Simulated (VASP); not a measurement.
# BAs (P6_3/mmc) in VASP: settings compared

Aim: see how the results for BAs move with the level of theory and the settings. Levels: PBE, r2SCAN. Tasks: single point.

Everything below comes from runs of VASP 6.6.1. Logs are shortened: lines on timing, memory, paths and dates and some standing lists are left out, and cuts for length are marked.

## (1) The cell of the first run

It takes space group P6_3/mmc (No. 194, hexagonal). Conventional cell: a = 3.324 Å, b = 3.324 Å, c = 8.637 Å, α = 90.00°, β = 90.00°, γ = 120.00°. Within 2.5 Å of B (site symmetry -6m2) lie 3 As at 1.92 Å. Within 2.5 Å of As (site symmetry -6m2) lie 3 B at 1.92 Å.

## (2) Single point, PBE (strain -1.2%)

Contents of INCAR:

```
SYSTEM = BAs
PREC = Accurate
ENCUT = 560
EDIFF = 1E-6
ISMEAR = -1
SIGMA = 0.02
LREAL = .FALSE.
LASPH = .TRUE.
NELM = 120
ALGO = Normal
ISIF = 2
LWAVE = .FALSE.
LCHARG = .FALSE.
GGA = PE
NBANDS = 26
GGA_COMPAT = .FALSE.
```

Contents of KPOINTS:

```
Automatic mesh
0
G
  12 12 4
  0 0 0
```

Contents of POSCAR:

```
BAs
1.0
    3.3244573618      0.0000000000      0.0000000000
   -1.6622286809      2.8790645291      0.0000000000
    0.0000000000      0.0000000000      8.6370288605
B As
2 2
Direct
    0.3333333333      0.6666666667      0.2500000000
    0.6666666667      0.3333333333      0.7500000000
    0.6666666667      0.3333333333      0.2500000000
    0.3333333333      0.6666666667      0.7500000000
```

Potentials or basis: VASP PAW PBE potentials, release 64 (B, As_d).

Command:

```sh
cat potpaw_PBE.64/B/POTCAR potpaw_PBE.64/As_d/POTCAR > POTCAR
mpirun -np 1 vasp_std > vasp.out
```

OUTCAR:

```text
SYSTEM = BAs
   PREC = Accurate
   ENCUT = 560
   EDIFF = 1E-6
   ISMEAR = -1
   LREAL = .FALSE.
   LASPH = .TRUE.
   NELM = 120
   ISIF = 2
   GGA = PE

 ion  position               nearest neighbor table
   1  0.333  0.667  0.250-   3 1.92   3 1.92   3 1.92
   2  0.667  0.333  0.750-   4 1.92   4 1.92   4 1.92
   3  0.667  0.333  0.250-   1 1.92   1 1.92   1 1.92
   4  0.333  0.667  0.750-   2 1.92   2 1.92   2 1.92

  LATTYP: Found a hexagonal cell.
 ALAT       =     3.3244573618
 C/A-ratio  =     2.5980266614

  Lattice vectors:

 A1 = (   3.3244573618,   0.0000000000,   0.0000000000)
 A2 = (  -1.6622286809,   2.8790645291,   0.0000000000)
 A3 = (   0.0000000000,   0.0000000000,   8.6370288605)

Analysis of symmetry for initial positions (statically):
=====================================================================
 Subroutine PRICEL returns:
 Original cell was already a primitive cell.

 Routine SETGRP: Setting up the symmetry group for a
 hexagonal supercell.

 Subroutine GETGRP returns: Found 24 space group operations
 (whereof 12 operations were pure point group operations)
 out of a pool of 24 trial point group operations.

The static configuration has the point symmetry D_3d.
 The point group associated with its full space group is D_6h.

Analysis of symmetry for dynamics (positions and initial velocities):
=====================================================================
 Subroutine PRICEL returns:
 Original cell was already a primitive cell.

 Routine SETGRP: Setting up the symmetry group for a
 hexagonal supercell.

 Subroutine GETGRP returns: Found 24 space group operations
 (whereof 12 operations were pure point group operations)
 out of a pool of 24 trial point group operations.

The dynamic configuration has the point symmetry D_3d.
 The point group associated with its full space group is D_6h.

 Subroutine INISYM returns: Found 24 space group operations
 (whereof 12 operations are pure point group operations),
 and found     1 'primitive' translations

----------------------------------------------------------------------------------------

                                     Primitive cell

  volume of cell :      82.6678

  direct lattice vectors                    reciprocal lattice vectors
     3.324457362  0.000000000  0.000000000     0.300800970  0.173667521  0.000000000
    -1.662228681  2.879064529  0.000000000     0.000000000  0.347335042  0.000000000
     0.000000000  0.000000000  8.637028860     0.000000000  0.000000000  0.115780556

  length of vectors
     3.324457362  3.324457362  8.637028860     0.347335042  0.347335042  0.115780556

  position of ions in fractional coordinates (direct lattice)
     0.333333333  0.666666667  0.250000000
     0.666666667  0.333333333  0.750000000
     0.666666667  0.333333333  0.250000000
     0.333333333  0.666666667  0.750000000

  ion indices of the primitive-cell ions
   primitive index   ion index
                 1           1
                 2           2
                 3           3
                 4           4

----------------------------------------------------------------------------------------

 KPOINTS: Automatic mesh

Automatic generation of k-mesh.
 Grid dimensions read from file:
 generate k-points for:   12   12    4

 Generating k-lattice:

  Cartesian coordinates                     Fractional coordinates (reciprocal lattice)
     0.025066748  0.014472293  0.000000000     0.083333333  0.000000000  0.000000000
     0.000000000  0.028944587  0.000000000     0.000000000  0.083333333  0.000000000
     0.000000000  0.000000000  0.028945139     0.000000000  0.000000000  0.250000000

  Length of vectors
     0.028944587  0.028944587  0.028945139

  Shift w.r.t. Gamma in fractional coordinates (k-lattice)
     0.000000000  0.000000000  0.000000000

 Subroutine IBZKPT returns following result:
 ===========================================

 Found     57 irreducible k-points:

 Following reciprocal coordinates:
            Coordinates               Weight
  0.000000  0.000000  0.000000      1.000000
  0.083333  0.000000  0.000000      6.000000
  0.166667  0.000000  0.000000      6.000000
  0.250000  0.000000  0.000000      6.000000
  0.333333  0.000000  0.000000      6.000000
  0.416667  0.000000  0.000000      6.000000
[... 16 lines left out ...]
  0.250000  0.000000  0.250000     12.000000
  0.333333  0.000000  0.250000     12.000000
 [... further k-points ...]
   k-points           NKPTS =     57   k-points in BZ     NKDIM =     57   number of bands    NBANDS=     26
   number of dos      NEDOS =    301   number of ions     NIONS =      4
   total plane-waves  NPLWV =  54880
   dimension x,y,z NGX =    28 NGY =   28 NGZ =   70
   dimension x,y,z NGXF=    56 NGYF=   56 NGZF=  140
   ions per type =               2   2
   NGX,Y,Z   is equivalent  to a cutoff of  14.00, 14.00, 13.47 a.u.
   NGXF,Y,Z  is equivalent  to a cutoff of  28.00, 28.00, 26.95 a.u.
 SYSTEM =  BAs
   PREC   = accura    normal or accurate (medium, high low for compatibility)
   ISTART =      0    job   : 0-new  1-cont  2-samecut
   ICHARG =      2    charge: 1-file 2-atom 10-const
   ISPIN  =      1    spin polarized calculation?
   LNONCOLLINEAR =      F non collinear calculations
   LSORBIT =      F    spin-orbit coupling
   LASPH  =      T    aspherical Exc in radial PAW
   ENCUT  =  560.0 eV  41.16 Ry    6.42 a.u.   6.41  6.41 16.67*2*pi/ulx,y,z
   NELM   =    120;   NELMIN=  2; NELMDL= -5     # of ELM steps
   EDIFF  = 0.1E-05   stopping-criterion for ELM
   LREAL  =      F    real-space projection
[... 7 lines left out ...]
   TEBEG  =    0.0;   TEEND  =   0.0 temperature during run
   PSTRESS=    0.0 pullay stress
   NELECT =      36.0000    total number of electrons
   NUPDOWN=      -1.0000    fix difference up-down
   EMIN   =  10.00;   EMAX   =-10.00  energy-range for DOS
   EFERMI =   0.00;   METHOD = LEGACY
   ISMEAR =    -1;   SIGMA  =   0.02  broadening in eV -4-tet -1-fermi 0-gaus
   EFERMI_NEDOS =   21; number of points for ismear=-14 and -15
   IALGO  =     38    algorithm
   IMIX   =      4    mixing-type and parameters
     AMIX     =   0.40;   BMIX     =  1.00
     AMIX_MAG =   1.60;   BMIX_MAG =  1.00
  volume/ion in A,a.u.               =      20.67       139.47
  Fermi-wavevector in a.u.,A,eV,Ry     =   1.240881  2.344925 20.950057  1.539786
  Thomas-Fermi vector in A             =   2.375303
   LORBIT       =      0    0 simple, 1 ext, 2 COOP (PROOUT), +10 PAW based schemes
   GGA     = PE    functional components
   LHFCALC =     F    Hartree Fock is set to
   AEXX    =    0.0000 exact exchange contribution
   IVDW    =     0    specifies the selected vdW correction
   LEPSILON=     F    determine dielectric tensor
   LRPA    =     F    only Hartree local field effects (RPA)
 non-spin polarized calculation
  energy-cutoff  :      560.00
  volume of cell :       82.67
 maximum number of plane-waves:      2512
 NGX is ok and might be reduce to    28
   NGX = 13   NGY = 13   NGZ = 33

 number of electron      36.0000004 magnetization

 Free energy of the ion-electron system (eV)
  ---------------------------------------------------
  ext. energy  EPLUGINS =         0.00000000
  ---------------------------------------------------
  free energy    TOTEN  =       -21.31421452 eV

  energy without entropy =      -21.31421452  energy(sigma->0) =      -21.31421452

 E-fermi :   1.5830     XC(G=0):  -8.6573

 val. band max:        1.2316340700   @ k =   0.3333   0.3333   0.5000
 cond. band min:       1.9366601798   @ k =   0.3333   0.3333   0.5000
 fundamental gap:      0.7050261099
 Fermi energy:         1.5829544978

 k-point     1 :       0.0000    0.0000    0.0000
  band No.  band energies     occupation
      1     -34.2237      2.00000
      2     -34.2236      2.00000
      3     -34.1929      2.00000
      4     -34.1929      2.00000
      5     -34.1929      2.00000
      6     -34.1929      2.00000
[... 18 lines left out ...]
     25       6.3132      0.00000
     26       8.6818      0.00000

 k-point     2 :       0.0833    0.0000    0.0000
  band No.  band energies     occupation
      1     -34.2231      2.00000
      2     -34.2230      2.00000
      3     -34.1926      2.00000
      4     -34.1926      2.00000
      5     -34.1916      2.00000
      6     -34.1916      2.00000
[... 18 lines left out ...]
     25       6.7792      0.00000
     26       8.5077      0.00000

 k-point     3 :       0.1667    0.0000    0.0000
  band No.  band energies     occupation
      1     -34.2217      2.00000
      2     -34.2217      2.00000
      3     -34.1917      2.00000
      4     -34.1917      2.00000
      5     -34.1882      2.00000
      6     -34.1882      2.00000
[... 18 lines left out ...]
     25       7.8983      0.00000
     26       7.9318      0.00000

 k-point     4 :       0.2500    0.0000    0.0000
  band No.  band energies     occupation
      1     -34.2201      2.00000
      2     -34.2200      2.00000
      3     -34.1904      2.00000
      4     -34.1903      2.00000
      5     -34.1835      2.00000
      6     -34.1835      2.00000
[... 18 lines left out ...]
     25       9.4886      0.00000
     26       9.5701      0.00000
[... 496 lines left out ...]
      1     -34.2217      2.00000
      2     -34.2217      2.00000
      3     -34.1917      2.00000
      4     -34.1917      2.00000
      5     -34.1882      2.00000
      6     -34.1882      2.00000
[... 18 lines left out ...]
     25       7.8584      0.00000
     26       7.9159      0.00000

 k-point    23 :       0.2500    0.0000    0.2500
  band No.  band energies     occupation
      1     -34.2201      2.00000
      2     -34.2200      2.00000
      3     -34.1904      2.00000
      4     -34.1903      2.00000
      5     -34.1835      2.00000
      6     -34.1835      2.00000
[... 18 lines left out ...]
     25       9.5005      0.00000
     26       9.5990      0.00000

 k-point    24 :       0.3333    0.0000    0.2500
  band No.  band energies     occupation
      1     -34.2186      2.00000
      2     -34.2186      2.00000
      3     -34.1887      2.00000
      4     -34.1887      2.00000
      5     -34.1826      2.00000
      6     -34.1826      2.00000
[... 18 lines left out ...]
     25      10.5555      0.00000
     26      11.2990      0.00000

 [... further k-points ...]

------------------------ aborting loop because EDIFF is reached ----------------------------------------

  FORCE on cell =-STRESS in cart. coord.  units (eV):
  Direction    XX          YY          ZZ          XY          YZ          ZX
  --------------------------------------------------------------------------------------
  -------------------------------------------------------------------------------------
  Total        3.5296802      3.5296802      0.4029644      0.0000000      0.0000000      0.0000000
  in kB       68.4083959     68.4083958      7.8098145      0.0000000      0.0000000      0.0000000
  external PRESSURE =      48.2088687 kB  Pullay stress =       0.0000000 kB

 VOLUME and BASIS-vectors are now :
 -----------------------------------------------------------------------------
  energy-cutoff  :      560.00
  volume of cell :       82.67
      direct lattice vectors                 reciprocal lattice vectors
     3.324457362  0.000000000  0.000000000     0.300800970  0.173667521  0.000000000
    -1.662228681  2.879064529  0.000000000     0.000000000  0.347335042  0.000000000
     0.000000000  0.000000000  8.637028860     0.000000000  0.000000000  0.115780556

 POSITION                                       TOTAL-FORCE (eV/Angst)
 -----------------------------------------------------------------------------------
     -0.00000      1.91938      2.15926         0.000000      0.000000      0.000000
      1.66223      0.95969      6.47777        -0.000000      0.000000      0.000000
      1.66223      0.95969      2.15926        -0.000000      0.000000      0.000000
     -0.00000      1.91938      6.47777         0.000000     -0.000000      0.000000
 -----------------------------------------------------------------------------------
    total drift:                                0.000000     -0.000000      0.000000

  FREE ENERGIE OF THE ION-ELECTRON SYSTEM (eV)
  ---------------------------------------------------
  free  energy   TOTEN  =       -21.3142145232 eV

  energy  without entropy=      -21.3142145229  energy(sigma->0) =      -21.31421452
```

Wall time 60 s (1 thread of Intel Xeon 6975P-C (Granite Rapids), shared host); peak memory 0.28 GiB.

What came out:

```
Free energy            : -21.3142 eV
Pressure               : 4.8 GPa
Band gap on the k mesh : 0.71 eV
```

Caveat: the cell differs from its parent crystal (strain -1.2%); the stress differs along the axes, from 1 to 7 GPa; semilocal functionals underestimate gaps, and a narrow one can read as zero; this functional lacks dispersion, which binds layers or chains, so the pressure and a relaxed spacing across them are unreliable.

(Part 1 of 2 ends here.)
